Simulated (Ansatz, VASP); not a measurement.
Mn: VASP beside Ansatz

```
Mn
1.0
     2.49909    0.00000    0.00000
    -1.24955    2.16428    0.00000
     0.00000    0.00000    4.05745
Mn
2
Direct
  0.33333 0.66667 0.25000
  0.66667 0.33333 0.75000
```

Alike in both runs: task single point; functional revPBE; k mesh 24 × 24 × 13; occupations fermi-dirac, width 0.05 eV; collinear spin.

|  | VASP | Ansatz |
| --- | --- | --- |
| version | VASP 6.6.1 | Ansatz 0.2.0 |
| potentials or method | VASP PAW PBE potentials, release 64 (Mn_pv), cutoff 520 eV | plane waves (420 eV) with PAW, scalar-relativistic |
| valence electrons in the cell | 26 | 30 |

```tsv
	VASP	Ansatz	Ansatz less VASP
net moment per atom (μB)	0.00	0.00	0.000
size of the moment on the site where the two differ most (μB)	0.76	0.70	-0.062
```

VASP's potentials were made for PBE, not for revPBE. Site moments also hang on the region over which each program counts them. VASP's potentials hold 26 valence electrons a cell and Ansatz's 30, so a difference there can come from the potentials and not from the codes.
